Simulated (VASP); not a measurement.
Set up this calculation in VASP 6.6.1, as the native input.

```yaml
Task: relaxation of cell and atoms
Functional: PBE
Potentials_or_basis: VASP PAW PBE potentials, release 64 (Ti_sv, Be, H)
Cutoff: 600 eV
k_mesh: 10 × 10 × 10
Occupations: gaussian, width 0.1 eV
Spin: no spin polarisation
Dipole_correction: no
Further_INCAR_settings: ALGO = Normal; EDIFF = 1e-06; IBRION = 2; EDIFFG = -0.01; NSW = 100; ISIF = 3
```

The structure of Ti2BeH6 lies in POSCAR:

```
Ti2BeH6
1.0
    0.0000000000      3.0291168176      3.0291168176
    3.0291168176      0.0000000000      3.0291168176
    3.0291168176      3.0291168176      0.0000000000
Ti Be H
2 1 6
Direct
    0.2500000000      0.2500000000      0.2500000000
    0.7500000000      0.7500000000      0.7500000000
    0.0000000000      0.0000000000      0.0000000000
    0.7428212786      0.2571787214      0.2571787214
    0.2571787214      0.7428212786      0.7428212786
    0.2571787214      0.7428212786      0.2571787214
    0.7428212786      0.2571787214      0.7428212786
    0.2571787214      0.2571787214      0.7428212786
    0.7428212786      0.7428212786      0.2571787214
```

The input as run:

INCAR

```
PREC     = Accurate       # precision mode
ENCUT    = 600            # plane-wave cutoff, eV
EDIFF    = 1E-6           # SCF threshold, eV
ISMEAR   = 0              # smearing method
SIGMA    = 0.1            # smearing width, eV
LREAL    = False          # projectors in reciprocal space
LASPH    = True           # aspherical terms in the spheres
NELM     = 80             # most SCF steps
ALGO     = Normal         # electronic algorithm
ISIF     = 3              # what is computed and relaxed
LWAVE    = False          # write WAVECAR
LCHARG   = False          # write CHGCAR
GGA      = PE             # functional
IBRION   = 2              # ionic algorithm
NSW      = 100            # ionic steps
EDIFFG   = -0.01          # ionic threshold
```

KPOINTS

```
Automatic mesh
0
Gamma
  10 10 10
```

Potentials or basis: VASP PAW PBE potentials, release 64 (Ti_sv, Be, H).

Run with:

```sh
$ cat potpaw_PBE.64/Ti_sv/POTCAR potpaw_PBE.64/Be/POTCAR potpaw_PBE.64/H/POTCAR > POTCAR
$ mpirun -np 1 vasp_std > vasp.out
```

Results of the run:

* Pressure after relaxing: -0.2 GPa
* Largest force after relaxing: 0.008 eV/Å
* Band gap on the k mesh: zero (band 16 reaches 9.81 eV, above the bottom of band 17 at 7.80 eV)

Caveat: the relaxation stopped at its first step, so nothing moved.

Run time: 65 s on 1 thread of Intel(R) Xeon(R) Platinum 8488C (Sapphire Rapids) (shared host), peak memory 0.23 GiB.
